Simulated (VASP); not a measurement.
# LiNbO3 (I4mm) in VASP: notebook, part 2 of 2

VASP 6.6.1. The steps go on from the part before.

## (4) Relaxation of cell and atoms, PBE, collinear spin, zero start

This run uses another cell than the first one, of 12.67 Å³/atom.

The input, INCAR:

```
SYSTEM = LiNbO3
ALGO = Normal ; EDIFF = 1E-6
EDIFFG = -0.04 ; ENCUT = 600
GGA = PE ; IBRION = 2
ISIF = 3 ; ISMEAR = 0
ISPIN = 2 ; LASPH = .True.
LCHARG = .False. ; LMAXMIX = 4
LORBIT = 11 ; LREAL = .False.
LWAVE = .False. ; MAGMOM = 0 0 0 0 0
NELM = 150 ; NSW = 90
PREC = Accurate ; SIGMA = 0.1
```

The input, KPOINTS:

```
k-points
0
Gamma
  6 6 6
  0 0 0
```

The input, POSCAR:

```
LiNbO3
1.0
   -2.2001116800      2.2001116800      3.2711532700
    2.2001116800     -2.2001116800      3.2711532700
    2.2001116800      2.2001116800     -3.2711532700
Li Nb O
1 1 3
Direct
    0.8125080100      0.8125080100      0.0000000000
    0.5266540400      0.5266540400      0.0000000000
    0.1209596000      0.1209596000      0.0000000000
    0.9377444700      0.4377444700      0.5000000000
    0.4377444700      0.9377444700      0.5000000000
```

Potentials or basis: VASP PAW PBE potentials, release 64 (Li_sv, Nb_sv, O).

Command:

```sh
$ cat potpaw_PBE.64/Li_sv/POTCAR potpaw_PBE.64/Nb_sv/POTCAR potpaw_PBE.64/O/POTCAR > POTCAR
$ mpirun -np 1 vasp_std > vasp.out
```

OUTCAR:

```text
SYSTEM = LiNbO3
   EDIFF = 1E-6
   EDIFFG = -0.04
   ENCUT = 600
   GGA = PE
   IBRION = 2
   ISIF = 3
   ISMEAR = 0
   ISPIN = 2
   LASPH = .True.
   LORBIT = 11
   LREAL = .False.
   NELM = 150
   NSW = 90
   PREC = Accurate

 ion  position               nearest neighbor table
   1  0.813  0.813  0.000-   2 1.87   3 2.02
   2  0.527  0.527  0.000-   1 1.87   4 2.28   5 2.28   5 2.28   4 2.28
   3  0.121  0.121  0.000-   1 2.02
   4  0.938  0.438  0.500-   2 2.28   2 2.28
   5  0.438  0.938  0.500-   2 2.28   2 2.28

  LATTYP: Found a body centered tetragonal cell.
 ALAT       =     4.4002233600
 C/A-ratio  =     1.4868123740

  Lattice vectors:

 A1 = (  -2.2001116800,   2.2001116800,   3.2711532700)
 A2 = (   2.2001116800,  -2.2001116800,   3.2711532700)
 A3 = (   2.2001116800,   2.2001116800,  -3.2711532700)

Analysis of symmetry for initial positions (statically):
=====================================================================
 Subroutine PRICEL returns:
 Original cell was already a primitive cell.

 Routine SETGRP: Setting up the symmetry group for a
 body centered tetragonal supercell.

 Subroutine GETGRP returns: Found  8 space group operations
 (whereof  8 operations were pure point group operations)
 out of a pool of 16 trial point group operations.

The static configuration has the point symmetry C_4v.

Analysis of symmetry for dynamics (positions and initial velocities):
=====================================================================
 Subroutine PRICEL returns:
 Original cell was already a primitive cell.

 Routine SETGRP: Setting up the symmetry group for a
 body centered tetragonal supercell.

 Subroutine GETGRP returns: Found  8 space group operations
 (whereof  8 operations were pure point group operations)
 out of a pool of 16 trial point group operations.

The dynamic configuration has the point symmetry C_4v.

Analysis of structural, dynamic, and magnetic symmetry:
[... 173 lines left out ...]
  Direction    XX          YY          ZZ          XY          YZ          ZX
  --------------------------------------------------------------------------------------
  -------------------------------------------------------------------------------------
  Total      -15.4966213    -15.4966213      3.3498580      0.0000000      0.0000000      0.0000000
  in kB     -392.0101080   -392.0101080     84.7396459      0.0000000      0.0000000      0.0000000
  external PRESSURE =    -233.0935233 kB  Pullay stress =       0.0000000 kB
[... 102 lines left out ...]
  FREE ENERGIE OF THE ION-ELECTRON SYSTEM (eV)
  ---------------------------------------------------
  free  energy   TOTEN  =       -35.1734021355 eV

  energy  without entropy=      -35.1726374124  energy(sigma->0) =      -35.17301977

 E-fermi :   3.7639     XC(G=0): -10.0322

 val. band max:        3.3035122026   @ k =   0.5000   0.5000  -0.0000
 cond. band min:       4.6562738191   @ k =   0.0000   0.0000   0.0000
 fundamental gap:      1.3527616165
 Fermi energy:         3.7639482008

 spin component 1

 k-point     1 :       0.0000    0.0000    0.0000
  band No.  band energies     occupation
      1     -51.6379      1.00000
      2     -40.3561      1.00000
      3     -28.1511      1.00000
      4     -27.6549      1.00000
      5     -27.6549      1.00000
      6     -14.0547      1.00000
[... 1145 lines left out ...]
     20       7.0374      0.00000
     21       8.2569      0.00000

 [... further k-points ...]

[... ionic steps 4 to 63 ...]

--------------------------------------- Ionic step       64  -------------------------------------------

 number of electron      33.9999999 magnetization      -0.0000000

------------------------ aborting loop because EDIFF is reached ----------------------------------------
[... 77 lines left out ...]
 number of electron      33.9999999 magnetization      -0.0000000

 number of electron      33.9999999 magnetization       0.0000000

 Free energy of the ion-electron system (eV)
  ---------------------------------------------------
  ext. energy  EPLUGINS =         0.00000000
  ---------------------------------------------------
  free energy    TOTEN  =       -39.42909828 eV

  energy without entropy =      -39.42909828  energy(sigma->0) =      -39.42909828

 E-fermi :   1.9090     XC(G=0):  -9.1275

 val. band max:        1.4191849583   @ k =   0.5000   0.5000  -0.0000
 cond. band min:       3.6129526506   @ k =   0.0000   0.0000   0.0000
 fundamental gap:      2.1937676922
 Fermi energy:         1.9090113529

 spin component 1

 k-point     1 :       0.0000    0.0000    0.0000
  band No.  band energies     occupation
      1     -52.8529      1.00000
      2     -40.9054      1.00000
      3     -29.3768      1.00000
      4     -28.9234      1.00000
      5     -28.9234      1.00000
      6     -15.4896      1.00000
[... 1179 lines left out ...]
  FREE ENERGIE OF THE ION-ELECTRON SYSTEM (eV)
  ---------------------------------------------------
  free  energy   TOTEN  =       -39.4290982833 eV

  energy  without entropy=      -39.4290982833  energy(sigma->0) =      -39.42909828

 reached required accuracy - stopping structural energy minimisation

 total charge

# of ion       s       p       d       tot
------------------------------------------
    1        2.025   0.068   0.000   2.093
    2        2.222   6.122   2.269  10.613
    3        1.602   3.467   0.000   5.068
    4        1.570   3.527   0.000   5.097
    5        1.570   3.527   0.000   5.097
--------------------------------------------------
tot          8.989  16.711   2.269  27.969

 magnetization (x)

# of ion       s       p       d       tot
------------------------------------------
    1        0.000  -0.000   0.000  -0.000
    2       -0.000  -0.000   0.000  -0.000
    3        0.000   0.000   0.000   0.000
    4       -0.000  -0.000   0.000  -0.000
    5       -0.000  -0.000   0.000  -0.000
--------------------------------------------------
tot          0.000  -0.000   0.000  -0.000
```

OSZICAR:

```text
N       E                     dE             d eps       ncg     rms          rms(c)
DAV:   1     0.343809178659E+03    0.34381E+03   -0.20045E+04  2520   0.184E+03
DAV:   2    -0.932879590959E+01   -0.35314E+03   -0.34399E+03  3357   0.557E+02
[... 656 lines left out ...]
DAV:   4    -0.394290049889E+02   -0.31878E-06   -0.19411E-06  2360   0.928E-03
  64 F= -.39429005E+02 E0= -.39429005E+02  d E =-.985984E-04  mag=    -0.0000
       N       E                     dE             d eps       ncg     rms          rms(c)
DAV:   1    -0.394290130032E+02   -0.83331E-05   -0.60934E-04  2580   0.237E-01    0.168E-02
DAV:   2    -0.394290110199E+02    0.19833E-05   -0.27361E-05  3856   0.479E-02    0.970E-03
DAV:   3    -0.394290099626E+02    0.10573E-05   -0.36137E-06  2560   0.175E-02    0.264E-03
DAV:   4    -0.394290099222E+02    0.40405E-07   -0.75072E-07  1310   0
```

CONTCAR:

```text
LiNbO3
   1.00000000000000
    -1.9568484945739459    1.9568484945739459    4.4424067741412143
     1.9568484945739459   -1.9568484945739459    4.4424067741412143
     1.9568484945739459    1.9568484945739459   -4.4424067741412143
  Li              Nb              O
     1     1     3
Direct
     0.9681841669180733    0.9681841669180733    0.0000000000000000
     0.3661667148390911    0.3661667148390911    0.0000000000000000
     0.1717877626189271    0.1717877626189271    1.0000000000000000
     0.9147359728119515    0.4147359728119515    0.5000000000000000
     0.4147359728119515    0.9147359728119515    0.5000000000000000

  0.00000000E+00  0.00000000E+00  0.00000000E+00
  0.00000000E+00  0.00000000E+00  0.00000000E+00
  0.00000000E+00  0.00000000E+00  0.00000000E+00
  0.00000000E+00  0.00000000E+00  0.00000000E+00
  0.00000000E+00  0.00000000E+00  0.00000000E+00
```

Run time: 42 min. Hardware: 1 thread of Intel Xeon Platinum 8488C (Sapphire Rapids), shared host; peak memory 0.31 GiB.

Results:

| Quantity | Value |
| --- | --- |
| Free energy | -39.4291 eV |
| Relaxed volume | 13.61 Å³/atom |
| Relaxed cell | a = 5.234 Å, b = 5.234 Å, c = 5.234 Å, α = 136.09°, β = 136.09°, γ = 63.84° |
| Space group after relaxing (to 0.1 Å) | I4mm (No. 107) |
| Pressure after relaxing | 0.0 GPa |
| Largest force after relaxing | 0.024 eV/Å |
| Band gap on the k mesh | 2.19 eV (least direct gap 2.79 eV) |
| Net moment | 0.00 μB per cell |
| Valence electrons inside the program's atomic spheres | Li 2.09; Nb 10.61; O 5.07, 5.10 (each value once) |

Forces in eV/Å, atoms in the order of the input:
```
Li   0.000  0.000  0.001
Nb   0.000  0.000 -0.024
O    0.000  0.000 -0.007
O    0.000  0.000  0.015
O    0.000  0.000  0.015
```

Final structure:
```
Li Nb O
1.0
    -1.95685    1.95685    4.44241
     1.95685   -1.95685    4.44241
     1.95685    1.95685   -4.44241
Li Nb O
1 1 3
Cartesian
  0.0000 0.0000 8.6021
  0.0000 0.0000 3.2533
  1.9568 1.9568 -2.9161
  0.0000 1.9568 3.6849
  1.9568 0.0000 3.6849
```

Levels at points of the mesh, in eV from the valence-band top:
Spin up:
```
           k point  band 14  band 15  band 16  band 17  band 18  band 19  band 20  band 21
(0.00, 0.00, 0.00)    -1.48    -1.22    -0.75    -0.75     2.19     5.30     5.38     5.38
(0.50, 0.00, 0.00)    -1.71    -1.25    -0.99    -0.49     4.38     5.20     5.29     6.43
(0.50, 0.50, 0.00)    -2.45    -1.13    -0.09     0.00     5.16     5.31     5.33     5.79
(0.50, 0.50, 0.50)    -1.13    -1.04    -0.57    -0.57     2.21     5.13     5.13     6.55
```
Spin down:
```csv
k point,band 14,band 15,band 16,band 17,band 18,band 19,band 20,band 21
"(0.00, 0.00, 0.00)",-1.48,-1.22,-0.75,-0.75,2.19,5.30,5.38,5.38
"(0.50, 0.00, 0.00)",-1.71,-1.25,-0.99,-0.49,4.38,5.20,5.29,6.43
"(0.50, 0.50, 0.00)",-2.45,-1.13,-0.09,0.00,5.16,5.31,5.33,5.79
"(0.50, 0.50, 0.50)",-1.13,-1.04,-0.57,-0.57,2.21,5.13,5.13,6.55
```

Caveat: the cutoff is under 1.25 times the usual one of these potentials, so pressure, stress and relaxed cells hold a basis-set (Pulay) error; a cell axis changed by over 15 % at a fixed basis, so the end point is rough. A k mesh can miss the band edges.
